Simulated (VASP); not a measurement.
# TaN (I4/mmm) in VASP: a series of runs

TaN is run at these levels: PBE; tasks: single point.

Program: VASP 6.6.1. These are calculated values, not measurements. Logs are shortened: lines on timing, memory, paths and dates and some standing lists are left out, and cuts for length are marked.

## 1. The cell of the first run

It takes space group I4/mmm (No. 139, tetragonal). The conventional cell has a = 2.927 Å, b = 2.927 Å, c = 4.576 Å, α = 90.00°, β = 90.00°, γ = 90.00°. Within 2.7 Å of Ta (site symmetry 4/mmm) lie 6 N at 2.07 to 2.29 Å. Within 2.7 Å of N (site symmetry 4/mmm) lie 6 Ta at 2.07 to 2.29 Å.

## 2. Single point, PBE (strain -0.050 along x and y, +0.050 along z)

INCAR

```
ALGO = Normal
EDIFF = 1E-6
ENCUT = 520
GGA = PE
ISIF = 2
ISMEAR = 0
LASPH = T
LCHARG = F
LREAL = F
LWAVE = F
NBANDS = 15
NELM = 80
PREC = Accurate
SIGMA = 0.15
```

KPOINTS

```
k-points
0
Gamma
  18 18 18
```

POSCAR

```
TaN
1.0
    0.0000000000      2.0700500000      2.2879500000
    2.0700500000      0.0000000000      2.2879500000
    2.0700500000      2.0700500000      0.0000000000
Ta N
1 1
Direct
    0.5000000000      0.5000000000      0.5000000000
    0.0000000000      0.0000000000      0.0000000000
```

Potentials or basis: VASP PAW PBE potentials, release 64 (Ta_pv, N).

Launch:

```
$ cat potpaw_PBE.64/Ta_pv/POTCAR potpaw_PBE.64/N/POTCAR > POTCAR
$ mpirun -np 1 vasp_std > vasp.out
```

OUTCAR:

```text
EDIFF = 1E-6
   ENCUT = 520
   GGA = PE
   ISIF = 2
   ISMEAR = 0
   LASPH = T
   LREAL = F
   NELM = 80
   PREC = Accurate

 ion  position               nearest neighbor table
   1  0.500  0.500  0.500-   2 2.07   2 2.07   2 2.07   2 2.07   2 2.29   2 2.29
   2  0.000  0.000  0.000-   1 2.07   1 2.07   1 2.07   1 2.07   1 2.29   1 2.29

  LATTYP: Found a body centered tetragonal cell.
 ALAT       =     2.9274927848
 C/A-ratio  =     1.5630781479

  Lattice vectors:

 A1 = (  -2.0700500000,   0.0000000000,   2.2879500000)
 A2 = (   2.0700500000,   0.0000000000,   2.2879500000)
 A3 = (   0.0000000000,   2.0700500000,  -2.2879500000)

Analysis of symmetry for initial positions (statically):
=====================================================================
 Subroutine PRICEL returns:
 Original cell was already a primitive cell.

 Routine SETGRP: Setting up the symmetry group for a
 body centered tetragonal supercell.

 Subroutine GETGRP returns: Found 16 space group operations
 (whereof 16 operations were pure point group operations)
 out of a pool of 16 trial point group operations.

The static configuration has the point symmetry D_4h.

Analysis of symmetry for dynamics (positions and initial velocities):
=====================================================================
 Subroutine PRICEL returns:
 Original cell was already a primitive cell.

 Routine SETGRP: Setting up the symmetry group for a
 body centered tetragonal supercell.

 Subroutine GETGRP returns: Found 16 space group operations
 (whereof 16 operations were pure point group operations)
 out of a pool of 16 trial point group operations.

The dynamic configuration has the point symmetry D_4h.

 Subroutine INISYM returns: Found 16 space group operations
 (whereof 16 operations are pure point group operations),
 and found     1 'primitive' translations

----------------------------------------------------------------------------------------

                                     Primitive cell

  volume of cell :      19.6082

  direct lattice vectors                    reciprocal lattice vectors
     0.000000000  2.070050000  2.287950000    -0.241540059  0.241540059  0.218536244
     2.070050000  0.000000000  2.287950000     0.241540059 -0.241540059  0.218536244
     2.070050000  2.070050000  0.000000000     0.241540059  0.241540059 -0.218536244

  length of vectors
     3.085420912  3.085420912  2.927492785     0.405513613  0.405513613  0.405513613

  position of ions in fractional coordinates (direct lattice)
     0.500000000  0.500000000  0.500000000
     0.000000000  0.000000000  0.000000000

  ion indices of the primitive-cell ions
   primitive index   ion index
                 1           1
                 2           2

----------------------------------------------------------------------------------------

 KPOINTS: k-points

Automatic generation of k-mesh.
 Grid dimensions read from file:
 generate k-points for:   18   18   18

 Generating k-lattice:

  Cartesian coordinates                     Fractional coordinates (reciprocal lattice)
    -0.013418892  0.013418892  0.012140902     0.055555556  0.000000000  0.000000000
     0.013418892 -0.013418892  0.012140902     0.000000000  0.055555556  0.000000000
     0.013418892  0.013418892 -0.012140902     0.000000000  0.000000000  0.055555556

  Length of vectors
     0.022528534  0.022528534  0.022528534

  Shift w.r.t. Gamma in fractional coordinates (k-lattice)
     0.000000000  0.000000000  0.000000000

 Subroutine IBZKPT returns following result:
 ===========================================

 Found    480 irreducible k-points:

 Following reciprocal coordinates:
            Coordinates               Weight
  0.000000  0.000000  0.000000      1.000000
  0.055556  0.000000  0.000000      8.000000
  0.111111  0.000000  0.000000      8.000000
  0.166667 -0.000000  0.000000      8.000000
  0.222222  0.000000  0.000000      8.000000
  0.277778  0.000000  0.000000      8.000000
[... 16 lines left out ...]
 -0.277778  0.055556  0.000000      8.000000
 -0.222222  0.055556  0.000000      8.000000
 [... further k-points ...]
   k-points           NKPTS =    480   k-points in BZ     NKDIM =    480   number of bands    NBANDS=     15
   number of dos      NEDOS =    301   number of ions     NIONS =      2
   total plane-waves  NPLWV =  13824
   dimension x,y,z NGX =    24 NGY =   24 NGZ =   24
   dimension x,y,z NGXF=    48 NGYF=   48 NGZF=   48
   ions per type =               1   1
   NGX,Y,Z   is equivalent  to a cutoff of  12.93, 12.93, 13.63 a.u.
   NGXF,Y,Z  is equivalent  to a cutoff of  25.86, 25.86, 27.26 a.u.
 SYSTEM =  unknown system
   PREC   = accura    normal or accurate (medium, high low for compatibility)
   ISTART =      0    job   : 0-new  1-cont  2-samecut
   ICHARG =      2    charge: 1-file 2-atom 10-const
   ISPIN  =      1    spin polarized calculation?
   LNONCOLLINEAR =      F non collinear calculations
   LSORBIT =      F    spin-orbit coupling
   LASPH  =      T    aspherical Exc in radial PAW
   ENCUT  =  520.0 eV  38.22 Ry    6.18 a.u.   5.74  5.74  5.44*2*pi/ulx,y,z
   NELM   =     80;   NELMIN=  2; NELMDL= -5     # of ELM steps
   EDIFF  = 0.1E-05   stopping-criterion for ELM
   LREAL  =      F    real-space projection
   EDIFFG = 0.1E-04   stopping-criterion for IOM
   NSW    =      0    number of steps for IOM
   IBRION =     -1    ionic relax: 0-MD 1-quasi-New 2-CG
   NFREE  =      0    steps in history (QN), initial steepest desc. (CG)
   ISIF   =      2    stress and relaxation
   ISYM   =      2    0-nonsym 1-usesym 2-fastsym
   POTIM  = 0.5000    time-step for ionic-motion
   TEBEG  =    0.0;   TEEND  =   0.0 temperature during run
   PSTRESS=    0.0 pullay stress
   NELECT =      16.0000    total number of electrons
   NUPDOWN=      -1.0000    fix difference up-down
   EMIN   =  10.00;   EMAX   =-10.00  energy-range for DOS
   EFERMI =   0.00;   METHOD = LEGACY
   ISMEAR =     0;   SIGMA  =   0.15  broadening in eV -4-tet -1-fermi 0-gaus
   EFERMI_NEDOS =   21; number of points for ismear=-14 and -15
   IALGO  =     38    algorithm
   IMIX   =      4    mixing-type and parameters
     AMIX     =   0.40;   BMIX     =  1.00
     AMIX_MAG =   1.60;   BMIX_MAG =  1.00
  volume/ion in A,a.u.               =       9.80        66.16
  Fermi-wavevector in a.u.,A,eV,Ry     =   1.529803  2.890908 31.841665  2.340296
  Thomas-Fermi vector in A             =   2.637373
   LORBIT       =      0    0 simple, 1 ext, 2 COOP (PROOUT), +10 PAW based schemes
   GGA     = PE    functional components
   LHFCALC =     F    Hartree Fock is set to
   AEXX    =    0.0000 exact exchange contribution
   IVDW    =     0    specifies the selected vdW correction
   LEPSILON=     F    determine dielectric tensor
   LRPA    =     F    only Hartree local field effects (RPA)
 non-spin polarized calculation
 Gauss-broadening in eV      SIGMA  =   0.15
  energy-cutoff  :      520.00
  volume of cell :       19.61
 maximum number of plane-waves:       549
   NGX = 11   NGY = 11   NGZ = 11

 number of electron      15.9999997 magnetization

 Free energy of the ion-electron system (eV)
  ---------------------------------------------------
  ext. energy  EPLUGINS =         0.00000000
  ---------------------------------------------------
  free energy    TOTEN  =       -21.30409941 eV

  energy without entropy =      -21.29511743  energy(sigma->0) =      -21.29960842

 E-fermi :  10.4256     XC(G=0): -13.8751

 val. band max:       10.4255452628   @ k =   0.2778   0.0000   0.0000
 cond. band min:      10.4280902172   @ k =  -0.3333  -0.0000   0.1111
 fundamental gap:      0.0025449544
 Fermi energy:        10.4256150551

 k-point     1 :       0.0000    0.0000    0.0000
  band No.  band energies     occupation
      1     -25.1200      2.00000
      2     -25.0755      2.00000
      3     -25.0755      2.00000
      4      -9.1006      2.00000
      5       6.0912      2.00000
      6       6.5931      2.00000
      7       6.5931      2.00000
      8       7.2859      2.00000
      9       8.6812      2.00000
     10       8.6812      2.00000
     11       8.8814      2.00000
     12      11.3344      0.00000
     13      13.9093      0.00000
     14      20.0448      0.00000
     15      23.1093      0.00000

 k-point     2 :       0.0556    0.0000    0.0000
  band No.  band energies     occupation
      1     -25.1388      2.00000
      2     -25.1025      2.00000
      3     -25.0760      2.00000
      4      -9.0092      2.00000
      5       5.7168      2.00000
      6       6.1120      2.00000
      7       6.2909      2.00000
      8       7.6208      2.00000
      9       8.7837      2.00000
     10       8.7838      2.00000
     11       9.2642      2.00000
     12      11.7131      0.00000
     13      14.1328      0.00000
     14      20.3075      0.00000
     15      23.1093      0.00000

 k-point     3 :       0.1111    0.0000    0.0000
  band No.  band energies     occupation
      1     -25.2416      2.00000
      2     -25.1298      2.00000
      3     -25.0775      2.00000
      4      -8.7439      2.00000
      5       4.8968      2.00000
      6       5.3177      2.00000
      7       5.6078      2.00000
      8       8.1278      2.00000
      9       8.9730      2.00000
     10       9.0510      2.00000
     11      10.1551      1.98925
     12      12.6588      0.00000
     13      14.7328      0.00000
     14      21.0480      0.00000
     15      23.1090      0.00000
[... 343 lines left out ...]
 k-point    23 :      -0.2778    0.0556    0.0000
  band No.  band energies     occupation
      1     -25.9236      2.00000
      2     -25.2521      2.00000
      3     -25.0693      2.00000
      4      -6.8377      2.00000
      5       1.4044      2.00000
      6       2.9845      2.00000
      7       3.0900      2.00000
      8      10.1143      1.99667
      9      10.6066      0.08799
     10      11.4480      0.00000
     11      12.9249      0.00000
     12      17.6169      0.00000
     13      17.8869      0.00000
     14      23.0919      0.00000
     15      23.6349      0.00000

 k-point    24 :      -0.2222    0.0556    0.0000
  band No.  band energies     occupation
      1     -25.7303      2.00000
      2     -25.2199      2.00000
      3     -25.0653      2.00000
      4      -7.4392      2.00000
      5       2.3732      2.00000
      6       3.5210      2.00000
      7       3.6413      2.00000
      8       9.6155      2.00000
      9       9.9936      1.99995
     10      10.5028      0.46692
     11      11.8468      0.00000
     12      16.5567      0.00000
     13      17.1476      0.00000
     14      23.1023      0.00000
     15      23.5506      0.00000

 [... further k-points ...]

------------------------ aborting loop because EDIFF is reached ----------------------------------------

  FORCE on cell =-STRESS in cart. coord.  units (eV):
  Direction    XX          YY          ZZ          XY          YZ          ZX
  --------------------------------------------------------------------------------------
  -------------------------------------------------------------------------------------
  Total        8.7706322      8.7706322      0.7337165      0.0000000      0.0000000      0.0000000
  in kB      716.6436961    716.6436961     59.9515827      0.0000000      0.0000000      0.0000000
  external PRESSURE =     497.7463249 kB  Pullay stress =       0.0000000 kB

 VOLUME and BASIS-vectors are now :
 -----------------------------------------------------------------------------
  energy-cutoff  :      520.00
  volume of cell :       19.61
      direct lattice vectors                 reciprocal lattice vectors
     0.000000000  2.070050000  2.287950000    -0.241540059  0.241540059  0.218536244
     2.070050000  0.000000000  2.287950000     0.241540059 -0.241540059  0.218536244
     2.070050000  2.070050000  0.000000000     0.241540059  0.241540059 -0.218536244

 POSITION                                       TOTAL-FORCE (eV/Angst)
 -----------------------------------------------------------------------------------
      2.07005      2.07005      2.28795        -0.000000      0.000000      0.000000
      0.00000      0.00000      0.00000         0.000000     -0.000000      0.000000
 -----------------------------------------------------------------------------------
    total drift:                                0.000000     -0.000000     -0.000000

  FREE ENERGIE OF THE ION-ELECTRON SYSTEM (eV)
  ---------------------------------------------------
  free  energy   TOTEN  =       -21.3040994112 eV

  energy  without entropy=      -21.2951174340  energy(sigma->0) =      -21.29960842
```

It took 44 s on 1 thread of Intel Xeon 6975P-C (Granite Rapids), shared host; peak memory 0.25 GiB.

Results:

- Free energy: -21.3041 eV
- Pressure: 49.8 GPa
- Band gap on the k mesh: zero (bands 8 and 9 overlap by 4.01 eV)

Caveat: the cell differs from its parent crystal (strain -0.050 along x and y, +0.050 along z); the cell stands under pressure; spin-orbit coupling is left out, which moves the levels of the heavy elements.

## 3. Single point, PBE (strain +0.000 along x and y, -0.050 along z)

INCAR

```
SYSTEM = TaN
PREC = Accurate
ENCUT = 520
EDIFF = 1E-7
ISMEAR = 0
SIGMA = 0.15
LREAL = .False.
LASPH = .True.
NELM = 100
ALGO = Normal
ISIF = 2
LWAVE = .False.
LCHARG = .True.
GGA = PE
LELF = .True.
LVHAR = .True.
NBANDS = 15
```

KPOINTS

```
Automatic mesh
0
Gamma
  18 18 18
  0 0 0
```

POSCAR

```
TaN
1.0
    0.0000000000      2.1790000000      2.0700500000
    2.1790000000      0.0000000000      2.0700500000
    2.1790000000      2.1790000000      0.0000000000
Ta N
1 1
Direct
    0.5000000000      0.5000000000      0.5000000000
    0.0000000000      0.0000000000      0.0000000000
```

Potentials or basis: VASP PAW PBE potentials, release 64 (Ta_pv, N).

Launch:

```
$ cat potpaw_PBE.64/Ta_pv/POTCAR potpaw_PBE.64/N/POTCAR > POTCAR
$ mpirun -np 1 vasp_std > vasp.out
```

Wall time 49 s (1 thread of Intel Xeon 6975P-C (Granite Rapids), shared host); peak memory 0.25 GiB.

It converged, with:

| Property | Result |
| --- | --- |
| Free energy | -21.5174 eV |
| Pressure | 41.0 GPa |
| Band gap on the k mesh | zero (bands 8 and 9 overlap by 4.41 eV) |

Stress tensor (GPa, compression positive):
```
24.53  0.00  0.00
 0.00 24.53  0.00
 0.00  0.00 74.06
```

Levels at points of the mesh, in eV from the Fermi level:
| k point | band 4 | band 5 | band 6 | band 7 | band 8 | band 9 | band 10 | band 11 | band 12 | band 13 |
| --- | --- | --- | --- | --- | --- | --- | --- | --- | --- | --- |
| (0.00, 0.00, 0.00) | -19.54 | -4.17 | -4.17 | -3.83 | -2.54 | -2.54 | -1.88 | -0.32 | -0.05 | 2.82 |
| (0.50, 0.00, 0.00) | -15.97 | -11.05 | -8.22 | -8.20 | 1.88 | 2.39 | 2.43 | 4.06 | 7.71 | 8.87 |
| (0.50, 0.50, 0.00) | -18.26 | -6.33 | -6.11 | -5.01 | -5.01 | 2.44 | 4.00 | 4.00 | 5.51 | 8.12 |
| (0.50, 0.00, 0.50) | -18.30 | -6.99 | -5.98 | -4.88 | -4.54 | 2.18 | 3.64 | 4.34 | 5.52 | 7.79 |

Caveat: the cell differs from its parent crystal (strain +0.000 along x and y, -0.050 along z); the cell stands under pressure; spin-orbit coupling is left out, which moves the levels of the heavy elements.
